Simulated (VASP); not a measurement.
Crystal: P.

```xyz
4
Lattice="1.6519 -5.3433 0.0000 1.6519 5.3433 0.0000 0.0000 0.0000 4.4650" Properties=species:S:1:pos:R:3 pbc="T T T"
P     1.6519   -4.2841    0.3797
P     1.6519   -1.0591    2.6122
P     1.6519    4.2841    4.0853
P     1.6519    1.0591    1.8528
```

Program: VASP 6.6.1. Alike in all runs: task single point; no spin polarisation; cell as given; k mesh 8 × 8 × 6; cutoff (eV) 520; smearing fermi-dirac 0.02 eV.

Task: Order these runs on this cell by their pressure, lowest first.
A. level PBE; potentials or basis VASP PAW PBE potentials, release 64 (P)
B. level LDA; potentials or basis VASP PAW LDA potentials, release 64 (P)
C. level r2SCAN; potentials or basis VASP PAW PBE potentials, release 64 (P)

Result: B (-2.6 GPa), C (0.1 GPa), A (1.6 GPa).

Caveats: the PAW data sets were made with another functional, which shifts forces and pressure a little (at least some runs).
